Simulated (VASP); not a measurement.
Write the native input for VASP 6.6.1 that does the following.

```
Task                   : single point
Functional             : PBEsol
Potentials or basis    : VASP PAW PBE potentials, release 64 (Hf_pv)
Cutoff                 : 520 eV
k mesh                 : 20 × 20 × 20
Occupations            : gaussian, width 0.1 eV
Spin                   : no spin polarisation
Dipole correction      : no
Further INCAR settings : ALGO = Normal; EDIFF = 1e-06; NBANDS = 11
```

The structure of Hf lies in POSCAR:

```
Hf
1.0
    2.8653123427      0.0000000000      0.0000000000
    0.0000000000      2.8653123427      0.0000000000
    0.0000000000      0.0000000000      2.8653123427
Hf
1
Direct
    0.0000000000      0.0000000000      0.0000000000
```

This isn't the form of Hf at room conditions, which is hcp.

These files were run (other wordings do the same):

INCAR

```
SYSTEM = Hf
PREC = Accurate
ENCUT = 520
EDIFF = 1E-6
ISMEAR = 0
SIGMA = 0.1
LREAL = .False.
LASPH = .True.
NELM = 60
ALGO = Normal
ISIF = 2
LWAVE = .False.
LCHARG = .False.
GGA = PS
NBANDS = 11
```

KPOINTS

```
Automatic mesh
0
Gamma
  20 20 20
  0 0 0
```

Potentials or basis: VASP PAW PBE potentials, release 64 (Hf_pv).

Launch:

```bash
$ cat potpaw_PBE.64/Hf_pv/POTCAR > POTCAR
$ mpirun -np 1 vasp_std > vasp.out
```

It gave:

* Pressure: -0.3 GPa
* Band gap on the k mesh: zero (bands 5 and 6 overlap by 2.48 eV)

Caveat: the PAW data sets were made with another functional, which shifts forces and pressure a little; spin-orbit coupling is left out, which moves the levels of the heavy elements.

It took 65 s on 1 thread of Intel Xeon 8259CL, with other jobs on the host, peak memory 0.2 GiB.
